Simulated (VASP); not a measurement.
Input of a VASP 6.6.1 run:

INCAR

```
ALGO = Normal ; EDIFF = 1E-6
ENCUT = 520 ; GGA = PE
ISIF = 2 ; ISMEAR = 0
LASPH = True ; LCHARG = False
LREAL = False ; LWAVE = False
NBANDS = 16 ; NELM = 80
PREC = Accurate ; SIGMA = 0.15
```

File KPOINTS:

```
k-points
0
Gamma
  21 21 6
```

Contents of POSCAR:

```
C
1.0
    1.2093025697     -2.2692528805      0.0000000000
    1.2093025697      2.2692528805      0.0000000000
    0.0000000000      0.0000000000      9.2500096961
C
4
Direct
    0.0833329406      0.9166670594      0.7503043452
    0.5833329406      0.4166670594      0.2496956548
    0.9166670594      0.0833329406      0.2496956548
    0.4166670594      0.5833329406      0.7503043452
```

Potentials or basis: VASP PAW PBE potentials, release 64 (C).

Run with:

```bash
$ cat potpaw_PBE.64/C/POTCAR > POTCAR
$ mpirun -np 1 vasp_std > vasp.out
```

Question: What does it give for the pressure?

Answer: -9.9 GPa.

Question: What does it give for the largest force?

Answer: 0.354 eV/Å.

Stress tensor (GPa, compression positive):
```
  8.87   0.00   0.00
  0.00 -38.51   0.00
  0.00   0.00  -0.10
```

Caveat: the stress differs along the axes, from -39 to 9 GPa; this functional lacks dispersion, which binds layers or chains, so the pressure and a relaxed spacing across them are unreliable.
